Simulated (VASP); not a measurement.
A run of VASP 6.6.1:

The input INCAR:

```
SYSTEM = Si5F
PREC = Accurate
ENCUT = 520
EDIFF = 1E-6
ISMEAR = 0
SIGMA = 0.1
LREAL = .False.
LASPH = .True.
NELM = 100
ALGO = Normal
ISIF = 2
LWAVE = .False.
LCHARG = .False.
GGA = PE
NBANDS = 22
```

KPOINTS

```
regular mesh
0
Gamma
  4 4 4
  0 0 0
```

Contents of POSCAR:

```
Si5F
1.0
    0.0000000000      3.5602846841      3.5602846841
    3.5602846841      0.0000000000      3.5602846841
    3.5602846841      3.5602846841      0.0000000000
Si F
5 1
Direct
    0.1227753192      0.6257415603      0.6257415603
    0.6257415603      0.6257415603      0.6257415603
    0.6257415603      0.1227753192      0.6257415603
    0.6257415603      0.6257415603      0.1227753192
    0.2500000000      0.2500000000      0.2500000000
    0.0000000000      0.0000000000      0.0000000000
```

Potentials or basis: VASP PAW PBE potentials, release 64 (Si, F).

Launch:

```sh
$ cat potpaw_PBE.64/Si/POTCAR potpaw_PBE.64/F/POTCAR > POTCAR
$ mpirun -np 1 vasp_std > vasp.out
```

Hardware: 1 thread of Intel(R) Xeon(R) Platinum 8488C (Sapphire Rapids) (shared host).

Task: How long does it take, and how much memory?

Result: It took 17 s on 1 thread of Intel(R) Xeon(R) Platinum 8488C (Sapphire Rapids) (shared host), peak memory 0.22 GiB. Counts: scf iterations 14, k points 8.
